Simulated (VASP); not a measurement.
# Zn (Fm-3m) in VASP: settings compared

Zn is run at these levels: PBE, LDA; tasks: single point.

Everything below comes from runs of VASP 6.6.1. Logs are shortened: lines on timing, memory, paths and dates and some standing lists are left out, and cuts for length are marked.

## (1) The cell of the first run

Symmetry: Fm-3m, No. 225, cubic system. The conventional cell has a = 3.926 Å, b = 3.926 Å, c = 3.926 Å, α = 90.00°, β = 90.00°, γ = 90.00°. Zn (site symmetry m-3m) has 12 Zn at 2.78 Å within 3.7 Å.

## (2) Single point, PBE

File INCAR:

```
SYSTEM = Zn
PREC = Accurate ; ENCUT = 520
EDIFF = 1E-6 ; ISMEAR = -1
SIGMA = 0.05 ; LREAL = .FALSE.
LASPH = .TRUE. ; NELM = 100
ALGO = Normal ; ISIF = 2
LWAVE = .FALSE. ; LCHARG = .FALSE.
GGA = PE ; NBANDS = 12
```

File KPOINTS:

```
regular mesh
0
G
  12 12 12
  0 0 0
```

File POSCAR:

```
Zn
1.0
    0.0000000000      1.9631085853      1.9631085853
    1.9631085853      0.0000000000      1.9631085853
    1.9631085853      1.9631085853      0.0000000000
Zn
1
Direct
    0.0000000000      0.0000000000      0.0000000000
```

Potentials or basis: VASP PAW PBE potentials, release 64 (Zn).

Started as:

```console
$ cat potpaw_PBE.64/Zn/POTCAR > POTCAR
$ mpirun -np 1 vasp_std > vasp.out
```

OUTCAR:

```text
SYSTEM = Zn
   PREC = Accurate
   ENCUT = 520
   EDIFF = 1E-6
   ISMEAR = -1
   LREAL = .FALSE.
   LASPH = .TRUE.
   NELM = 100
   ISIF = 2
   GGA = PE

 ion  position               nearest neighbor table
   1  0.000  0.000  0.000-

  LATTYP: Found a face centered cubic cell.
 ALAT       =     3.9262171706

  Lattice vectors:

 A1 = (   0.0000000000,   1.9631085853,   1.9631085853)
 A2 = (   1.9631085853,   0.0000000000,   1.9631085853)
 A3 = (   1.9631085853,   1.9631085853,   0.0000000000)

Analysis of symmetry for initial positions (statically):
=====================================================================
 Subroutine PRICEL returns:
 Original cell was already a primitive cell.

 Routine SETGRP: Setting up the symmetry group for a
 face centered cubic supercell.

 Subroutine GETGRP returns: Found 48 space group operations
 (whereof 48 operations were pure point group operations)
 out of a pool of 48 trial point group operations.

The static configuration has the point symmetry O_h .

Analysis of symmetry for dynamics (positions and initial velocities):
=====================================================================
 Subroutine PRICEL returns:
 Original cell was already a primitive cell.

 Routine SETGRP: Setting up the symmetry group for a
 face centered cubic supercell.

 Subroutine GETGRP returns: Found 48 space group operations
 (whereof 48 operations were pure point group operations)
 out of a pool of 48 trial point group operations.

The dynamic configuration has the point symmetry O_h .

 Subroutine INISYM returns: Found 48 space group operations
 (whereof 48 operations are pure point group operations),
 and found     1 'primitive' translations

----------------------------------------------------------------------------------------

                                     Primitive cell

  volume of cell :      15.1308

  direct lattice vectors                    reciprocal lattice vectors
     0.000000000  1.963108585  1.963108585    -0.254698086  0.254698086  0.254698086
     1.963108585  0.000000000  1.963108585     0.254698086 -0.254698086  0.254698086
     1.963108585  1.963108585  0.000000000     0.254698086  0.254698086 -0.254698086

  length of vectors
     2.776254786  2.776254786  2.776254786     0.441150026  0.441150026  0.441150026

  position of ions in fractional coordinates (direct lattice)
     0.000000000  0.000000000  0.000000000

  ion indices of the primitive-cell ions
   primitive index   ion index
                 1           1

----------------------------------------------------------------------------------------

 KPOINTS: regular mesh

Automatic generation of k-mesh.
 Grid dimensions read from file:
 generate k-points for:   12   12   12

 Generating k-lattice:

  Cartesian coordinates                     Fractional coordinates (reciprocal lattice)
    -0.021224841  0.021224841  0.021224841     0.083333333  0.000000000  0.000000000
     0.021224841 -0.021224841  0.021224841     0.000000000  0.083333333  0.000000000
     0.021224841  0.021224841 -0.021224841     0.000000000  0.000000000  0.083333333

  Length of vectors
     0.036762502  0.036762502  0.036762502

  Shift w.r.t. Gamma in fractional coordinates (k-lattice)
     0.000000000  0.000000000  0.000000000

 Subroutine IBZKPT returns following result:
 ===========================================

 Found     72 irreducible k-points:

 Following reciprocal coordinates:
            Coordinates               Weight
  0.000000  0.000000  0.000000      1.000000
  0.083333  0.000000  0.000000      8.000000
  0.166667  0.000000  0.000000      8.000000
  0.250000  0.000000  0.000000      8.000000
  0.333333  0.000000  0.000000      8.000000
  0.416667  0.000000  0.000000      8.000000
[... 16 lines left out ...]
  0.500000  0.166667  0.000000     24.000000
 -0.416667  0.166667  0.000000     24.000000
 [... further k-points ...]
   k-points           NKPTS =     72   k-points in BZ     NKDIM =     72   number of bands    NBANDS=     12
   number of dos      NEDOS =    301   number of ions     NIONS =      1
   total plane-waves  NPLWV =  13824
   dimension x,y,z NGX =    24 NGY =   24 NGZ =   24
   dimension x,y,z NGXF=    48 NGYF=   48 NGZF=   48
   ions per type =               1
   NGX,Y,Z   is equivalent  to a cutoff of  14.37, 14.37, 14.37 a.u.
   NGXF,Y,Z  is equivalent  to a cutoff of  28.74, 28.74, 28.74 a.u.
 SYSTEM =  Zn
   PREC   = accura    normal or accurate (medium, high low for compatibility)
   ISTART =      0    job   : 0-new  1-cont  2-samecut
   ICHARG =      2    charge: 1-file 2-atom 10-const
   ISPIN  =      1    spin polarized calculation?
   LNONCOLLINEAR =      F non collinear calculations
   LSORBIT =      F    spin-orbit coupling
   LASPH  =      T    aspherical Exc in radial PAW
   ENCUT  =  520.0 eV  38.22 Ry    6.18 a.u.   5.16  5.16  5.16*2*pi/ulx,y,z
   NELM   =    100;   NELMIN=  2; NELMDL= -5     # of ELM steps
   EDIFF  = 0.1E-05   stopping-criterion for ELM
   LREAL  =      F    real-space projection
   EDIFFG = 0.1E-04   stopping-criterion for IOM
   NSW    =      0    number of steps for IOM
   IBRION =     -1    ionic relax: 0-MD 1-quasi-New 2-CG
   NFREE  =      0    steps in history (QN), initial steepest desc. (CG)
   ISIF   =      2    stress and relaxation
   ISYM   =      2    0-nonsym 1-usesym 2-fastsym
   POTIM  = 0.5000    time-step for ionic-motion
   TEBEG  =    0.0;   TEEND  =   0.0 temperature during run
   PSTRESS=    0.0 pullay stress
   NELECT =      12.0000    total number of electrons
   NUPDOWN=      -1.0000    fix difference up-down
   EMIN   =  10.00;   EMAX   =-10.00  energy-range for DOS
   EFERMI =   0.00;   METHOD = LEGACY
   ISMEAR =    -1;   SIGMA  =   0.05  broadening in eV -4-tet -1-fermi 0-gaus
   EFERMI_NEDOS =   21; number of points for ismear=-14 and -15
   IALGO  =     38    algorithm
   IMIX   =      4    mixing-type and parameters
     AMIX     =   0.40;   BMIX     =  1.00
     AMIX_MAG =   1.60;   BMIX_MAG =  1.00
  volume/ion in A,a.u.               =      15.13       102.11
  Fermi-wavevector in a.u.,A,eV,Ry     =   1.515355  2.863605 31.243050  2.296299
  Thomas-Fermi vector in A             =   2.624889
   LORBIT       =      0    0 simple, 1 ext, 2 COOP (PROOUT), +10 PAW based schemes
   GGA     = PE    functional components
   LHFCALC =     F    Hartree Fock is set to
   AEXX    =    0.0000 exact exchange contribution
   IVDW    =     0    specifies the selected vdW correction
   LEPSILON=     F    determine dielectric tensor
   LRPA    =     F    only Hartree local field effects (RPA)
 non-spin polarized calculation
  energy-cutoff  :      520.00
  volume of cell :       15.13
 maximum number of plane-waves:       419
 NGX is ok and might be reduce to    24
   NGX = 11   NGY = 11   NGZ = 11

 number of electron      12.0000009 magnetization

 Free energy of the ion-electron system (eV)
  ---------------------------------------------------
  ext. energy  EPLUGINS =         0.00000000
  ---------------------------------------------------
  free energy    TOTEN  =        -1.07721988 eV

  energy without entropy =       -1.07387521  energy(sigma->0) =       -1.07554754

 E-fermi :   3.0551     XC(G=0): -11.5910

 val. band max:        2.9433456648   @ k =  -0.4167   0.3333   0.0000
 cond. band min:       3.0840536857   @ k =  -0.4167   0.0833   0.0000
 fundamental gap:      0.1407080210
 Fermi energy:         3.0550793633

 k-point     1 :       0.0000    0.0000    0.0000
  band No.  band energies     occupation
      1      -7.2734      2.00000
      2      -4.5302      2.00000
      3      -4.5302      2.00000
      4      -4.5302      2.00000
      5      -4.1489      2.00000
      6      -4.1489      2.00000
      7      21.4069      0.00000
      8      21.4069      0.00000
      9      21.4069      0.00000
     10      22.0129      0.00000
     11      24.1798      0.00000
     12      24.1798      0.00000

 k-point     2 :       0.0833    0.0000    0.0000
  band No.  band energies     occupation
      1      -7.0640      2.00000
      2      -4.5466      2.00000
      3      -4.5069      2.00000
      4      -4.5069      2.00000
      5      -4.1552      2.00000
      6      -4.1552      2.00000
      7      18.3177      0.00000
      8      20.7970      0.00000
      9      20.7970      0.00000
     10      21.7756      0.00000
     11      25.1450      0.00000
     12      25.1450      0.00000

 k-point     3 :       0.1667    0.0000    0.0000
  band No.  band energies     occupation
      1      -6.4625      2.00000
      2      -4.5622      2.00000
      3      -4.4607      2.00000
      4      -4.4607      2.00000
      5      -4.1537      2.00000
      6      -4.1537      2.00000
      7      14.2527      0.00000
      8      19.8728      0.00000
      9      19.8728      0.00000
     10      21.5635      0.00000
     11      26.7702      0.00000
     12      26.8434      0.00000
[... 286 lines left out ...]
 k-point    23 :       0.5000    0.1667    0.0000
  band No.  band energies     occupation
      1      -5.0547      2.00000
      2      -4.6163      2.00000
      3      -4.3748      2.00000
      4      -4.2390      2.00000
      5      -3.8549      2.00000
      6       0.0732      2.00000
      7       3.5749      0.00006
      8      13.4009      0.00000
      9      15.4000      0.00000
     10      17.9754      0.00000
     11      26.3910      0.00000
     12      27.2126      0.00000

 k-point    24 :      -0.4167    0.1667    0.0000
  band No.  band energies     occupation
      1      -5.0391      2.00000
      2      -4.6192      2.00000
      3      -4.3914      2.00000
      4      -4.1823      2.00000
      5      -3.9084      2.00000
      6       0.8039      2.00000
      7       2.7210      1.99749
      8      12.5058      0.00000
      9      16.2071      0.00000
     10      18.5326      0.00000
     11      25.5570      0.00000
     12      26.6482      0.00000

 [... further k-points ...]
[... 5 lines left out ...]
  --------------------------------------------------------------------------------------
  -------------------------------------------------------------------------------------
  Total        0.0382427      0.0382427      0.0382427      0.0000000     -0.0000000      0.0000000
  in kB        4.0494461      4.0494461      4.0494461      0.0000000     -0.0000000      0.0000000
  external PRESSURE =       4.0494461 kB  Pullay stress =       0.0000000 kB

 VOLUME and BASIS-vectors are now :
 -----------------------------------------------------------------------------
  energy-cutoff  :      520.00
  volume of cell :       15.13
      direct lattice vectors                 reciprocal lattice vectors
     0.000000000  1.963108585  1.963108585    -0.254698086  0.254698086  0.254698086
     1.963108585  0.000000000  1.963108585     0.254698086 -0.254698086  0.254698086
     1.963108585  1.963108585  0.000000000     0.254698086  0.254698086 -0.254698086

 POSITION                                       TOTAL-FORCE (eV/Angst)
 -----------------------------------------------------------------------------------
      0.00000      0.00000      0.00000         0.000000      0.000000      0.000000
 -----------------------------------------------------------------------------------
    total drift:                               -0.000000      0.000000     -0.000000

  FREE ENERGIE OF THE ION-ELECTRON SYSTEM (eV)
  ---------------------------------------------------
  free  energy   TOTEN  =        -1.0772198802 eV

  energy  without entropy=       -1.0738752084  energy(sigma->0) =       -1.07554754
```

Wall time 12 s (1 thread of Intel Xeon Platinum 8259CL at 2.50GHz (Skylake/Cascade Lake), shared host); peak memory 0.14 GiB.

What came out:

```
Free energy            : -1.0772 eV
Pressure               : 0.4 GPa
Band gap on the k mesh : zero (band 6 reaches 5.35 eV, above the bottom of band 7 at 1.72 eV)
```

## (3) Single point, LDA

This run uses another cell than the first one, of 15.17 Å³/atom, 1.003 times its volume.

File INCAR:

```
SYSTEM = Zn
ALGO = Fast
EDIFF = 1E-7
ENCUT = 520
ISIF = 2
ISMEAR = -1
LASPH = .TRUE.
LCHARG = .FALSE.
LREAL = .FALSE.
LWAVE = .FALSE.
NBANDS = 12
NELM = 60
PREC = Accurate
SIGMA = 0.05
```

File KPOINTS:

```
k-points
0
G
  12 12 12
  0 0 0
```

File POSCAR:

```
Zn
1.0
    0.0000000000      1.9647760000      1.9647760000
    1.9647760000      0.0000000000      1.9647760000
    1.9647760000      1.9647760000      0.0000000000
Zn
1
Direct
    0.0000000000      0.0000000000      0.0000000000
```

Potentials or basis: VASP PAW LDA potentials, release 64 (Zn).

Started as:

```console
$ cat potpaw_LDA.64/Zn/POTCAR > POTCAR
$ mpirun -np 1 vasp_std > vasp.out
```

Run time: 10 s. Hardware: 1 thread of Intel Xeon Platinum 8259CL at 2.50GHz (Skylake/Cascade Lake), shared host; peak memory 0.13 GiB.

The run converged. Its results:

```yaml
Free_energy: -1.7964 eV
Pressure: -8.1 GPa
Band_gap_on_the_k_mesh: zero (band 6 reaches 5.09 eV, above the bottom of band 7 at 1.41 eV)
```

Levels at points of the mesh, in eV from the Fermi level:
```
           k point  band 4  band 5  band 6  band 7  band 8  band 9
(0.00, 0.00, 0.00)   -7.64   -7.25   -7.25   18.17   18.17   18.17
(0.50, 0.00, 0.00)   -6.97   -6.97   -2.81   -1.38   15.15   15.15
(0.50, 0.50, 0.00)   -6.90   -6.90   -0.93    1.74    8.42    8.42
```
